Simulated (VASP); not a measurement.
Runs of VASP 6.6.1 on ZnO. The structure is that of space group P6_3mc (No. 186), or close to it. The cells are those of the table. 

| potentials or basis | cell | cutoff (eV) | second run | gap on the mesh (eV) | pressure (GPa) | largest force (eV/Å) |
| --- | --- | --- | --- | --- | --- | --- |
| VASP PAW PBE potentials, release 64 (Zn, O_h) | a = 3.149, b = 3.149, c = 5.490 Å, angles 90.0, 90.0, 120.0°, 4 atoms | 910 | hard_potentials | 0.65 | 6.9 | 0.85 |
| VASP PAW PBE potentials, release 64 (Zn, O) | a = 3.203, b = 3.203, c = 5.308 Å, angles 90.0, 90.0, 120.0°, 4 atoms | 520 | - | 0.70 | 3.8 | (c) |
| VASP PAW PBE potentials, release 64 (Zn, O) | a = 3.322, b = 3.322, c = 4.933 Å, angles 90.0, 90.0, 120.0°, 4 atoms | 520 | - | 0.71 | 2.5 | 1.04 |
| VASP PAW PBE potentials, release 64 (Zn, O) | a = 3.291, b = 3.291, c = 5.028 Å, angles 90.0, 90.0, 120.0°, 4 atoms | 520 | - | 0.73 | 1.2 | 0.62 |
| VASP PAW PBE potentials, release 64 (Zn, O) | a = 3.260, b = 3.260, c = 5.122 Å, angles 90.0, 90.0, 120.0°, 4 atoms | 520 | - | 0.79 | 5.4 | 2.35 |
| VASP PAW PBE potentials, release 64 (Zn, O) | a = 3.231, b = 3.231, c = 5.215 Å, angles 90.0, 90.0, 120.0°, 4 atoms | 520 | - | 0.90 | 7.4 | (a) |
| VASP PAW PBE potentials, release 64 (Zn, O) | a = 3.149, b = 3.149, c = 5.490 Å, angles 90.0, 90.0, 120.0°, 4 atoms | 520 | - | 0.64 | 7.3 | 0.85 |
| VASP PAW PBE potentials, release 64 (Zn, O_h) | a = 3.231, b = 3.231, c = 5.215 Å, angles 90.0, 90.0, 120.0°, 4 atoms | 910 | hard_potentials | (b) | 7.1 | 3.39 |

Alike in all rows: task single point; level PBEsol; no spin polarisation; k mesh 9 × 9 × 6; smearing gaussian 0.05 eV.

Question: Estimate the missing entries.

Answer: (a) 3.41; (b) 0.91; (c) 0.71.

Caveats: the PAW data sets were made with another functional, which shifts forces and pressure a little; the cutoff is under 1.25 times the usual one of these potentials, so pressure, stress and relaxed cells hold a basis-set (Pulay) error (some runs).

